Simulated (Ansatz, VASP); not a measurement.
## Zn5CdTe6 in VASP and in Ansatz

```xyz
12
Lattice="4.4348 -0.0001 0.0004 -0.0001 4.4347 -0.0002 -0.0011 -0.0007 18.6783" Properties=species:S:1:pos:R:3 pbc="T T T"
Zn    2.2189    2.2159    3.2746
Zn   -0.0008    0.0003    6.3078
Zn    2.2188    2.2153    9.3393
Zn   -0.0004   -0.0012   12.3704
Zn    2.2148    2.2192   15.4037
Cd   -0.0020    0.0004    0.0000
Te    2.2168   -0.0011    4.7921
Te    0.0010    2.2174    7.8235
Te    2.2173   -0.0017   10.8550
Te   -0.0020    2.2166   13.8865
Te    2.2147    0.0014   16.9100
Te    0.0009    2.2175    1.7685
```

Change from the starting cell: cell x1, atoms moved at random (sigma 0.15 Å) and cell strained at random (1.5 %), then relaxed without symmetry.

Alike in both runs: functional PBE; k mesh 4 × 4 × 1; occupations gaussian, width 0.1 eV; no spin polarisation.

Ansatz relaxed the structure, and its values are those at the end. VASP's run is a single point on that final structure, the one shown.

|  | VASP | Ansatz |
| --- | --- | --- |
| version | VASP 6.6.1 | Ansatz 0.2.0 |
| potentials or method | VASP PAW PBE potentials, release 64 (Zn, Cd, Te), cutoff 520 eV | scalar-relativistic, plane waves, PAW |
| valence electrons in the cell | 108 | 176 |

|  | VASP | Ansatz | Ansatz less VASP |
| --- | --- | --- | --- |
| gap on the k mesh at the Fermi level (eV) | 0.93 | 0.93 | +0.001 |
| least direct gap on the mesh (eV) | 0.93 | 0.93 | +0.001 |
| pressure (GPa) | 0.1 | 0.0 | -0.09 |

The functional is the same, so the differences come from potentials, cutoffs and numerics. VASP's potentials hold 108 valence electrons a cell and Ansatz's 176, so a difference there can come from the potentials and not from the codes.

Spin-orbit coupling is off throughout.
